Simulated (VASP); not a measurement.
Wanted: the native input for a VASP 6.6.1 run.

| Item | Value |
| --- | --- |
| Task | relaxation of cell and atoms |
| Functional | PBE |
| Potentials or basis | VASP PAW PBE potentials, release 64 (Si, Mo_sv) |
| Cutoff | 500 eV |
| k mesh | 5 × 5 × 1 |
| Occupations | gaussian, width 0.2 eV |
| Spin | no spin polarisation |
| Dipole correction | no |
| Further INCAR settings | ALGO = Normal; EDIFF = 1e-07; IBRION = 2; EDIFFG = -0.08; NSW = 36; ISIF = 3 |

The structure of Si5Mo2 lies in POSCAR:

```
Si5Mo2
1.0
    3.7500000000      0.0000000000      0.0000000000
   -1.8750000000      3.2475952600      0.0000000000
    0.0000000000      0.0000000000     17.5000000000
Si Mo
10 4
Direct
    0.0000000000      0.0000000000      0.5000000000
    0.6666666700      0.3333333300      0.4720000000
    0.3333333300      0.6666666700      0.5280000000
    0.0000000000      0.0000000000      0.0000000000
    0.6666666700      0.3333333300      0.0280000000
    0.3333333300      0.6666666700      0.9720000000
    0.0000000000      0.0000000000      0.7500000000
    0.3333000000      0.6666400000      0.7500000000
    0.0000000000      0.0000000000      0.2500000000
    0.6667000000      0.3333600000      0.2500000000
    0.6666666700      0.3333333300      0.8610000000
    0.6666666700      0.3333333300      0.6390000000
    0.3333333300      0.6666666700      0.3610000000
    0.3333333300      0.6666666700      0.1390000000
```

The input as run:

INCAR

```
PREC     = Accurate       # precision mode
ENCUT    = 500            # plane-wave cutoff, eV
EDIFF    = 1E-7           # SCF threshold, eV
ISMEAR   = 0              # smearing method
SIGMA    = 0.2            # smearing width, eV
LREAL    = False          # projectors in reciprocal space
LASPH    = True           # aspherical terms in the spheres
NELM     = 120            # most SCF steps
ALGO     = Normal         # electronic algorithm
ISIF     = 3              # what is computed and relaxed
LWAVE    = False          # write WAVECAR
LCHARG   = False          # write CHGCAR
GGA      = PE             # functional
IBRION   = 2              # ionic algorithm
NSW      = 36             # ionic steps
EDIFFG   = -0.08          # ionic threshold
GGA_COMPAT= False        
NELMIN   = 4
```

KPOINTS

```
Automatic mesh
0
Gamma
  5 5 1
```

Potentials or basis: VASP PAW PBE potentials, release 64 (Si, Mo_sv).

The run is started by

```bash
$ cat potpaw_PBE.64/Si/POTCAR potpaw_PBE.64/Mo_sv/POTCAR > POTCAR
$ mpirun -np 1 vasp_std > vasp.out
```

Results of the run:

| Item | Value |
| --- | --- |
| Relaxed volume | 14.11 Å³/atom |
| Relaxed cell | a = 4.230 Å, b = 4.230 Å, c = 12.754 Å, α = 90.00°, β = 90.00°, γ = 120.00° |
| Space group after relaxing (to 0.1 Å) | P6_3/mmc (No. 194) |
| Energy gained by relaxing | 766.6 meV/atom |
| Ionic steps | 11 |
| Pressure after relaxing | 0.0 GPa |
| Largest force after relaxing | 0.069 eV/Å |
| Band gap on the k mesh | zero (bands 48 and 49 overlap by 1.08 eV) |

Caveat: the k points lie up to 0.49 Å⁻¹ apart in the final cell, too coarse for converged energies and pressures of a metal; a cell axis changed by over 15 % at a fixed basis, so the end point is rough; the relaxation stopped at a loose force limit of 0.08 eV/Å, so its end isn't a converged minimum.

Wall time 37 min on 1 thread of Oxide Virtual Turin-like Processor, on a shared host, peak memory 0.35 GiB.
